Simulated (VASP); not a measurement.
A run of VASP 6.6.1:

INCAR

```
SYSTEM = Na2B5
PREC = Accurate
ENCUT = 1130
EDIFF = 1E-7
ISMEAR = 0
SIGMA = 0.1
LREAL = .FALSE.
LASPH = .TRUE.
NELM = 120
ALGO = Normal
ISIF = 3
LWAVE = .FALSE.
LCHARG = .FALSE.
GGA = PE
IBRION = 2
NSW = 90
EDIFFG = -0.04
GGA_COMPAT = .FALSE.
NELMIN = 4
```

The input KPOINTS:

```
Automatic mesh
0
G
  4 4 4
  0 0 0
```

Contents of POSCAR:

```
Na2B5
1.0
    3.8894688500      0.0000000000      0.0000000000
    0.0000000000      3.8894688500      0.0000000000
    0.0000000000      0.0000000000      4.9471092000
Na B
2 5
Direct
    0.5000000000      0.5000000000      0.2458123100
    0.5000000000      0.5000000000      0.7541876900
    0.3534075000      0.0000000000      0.0000000000
    0.6465925000      0.0000000000      0.0000000000
    0.0000000000      0.3534075000      0.0000000000
    0.0000000000      0.6465925000      0.0000000000
    0.0000000000      0.0000000000      0.0000000000
```

Potentials or basis: VASP PAW PBE potentials, release 64 (Na_sv, B).

The run is started by

```bash
$ cat potpaw_PBE.64/Na_sv/POTCAR potpaw_PBE.64/B/POTCAR > POTCAR
$ mpirun -np 1 vasp_std > vasp.out
```

Hardware: 1 thread of Intel(R) Xeon(R) Platinum 8375C CPU @ 2.90GHz (Ice Lake), on a shared host.

Problem. How long does it take, and how much memory?

Solution. Run time: 33 min on 1 thread of Intel(R) Xeon(R) Platinum 8375C CPU @ 2.90GHz (Ice Lake), on a shared host, peak memory 0.4 GiB. Counts: scf iterations 460, k points 18, ion steps 50.
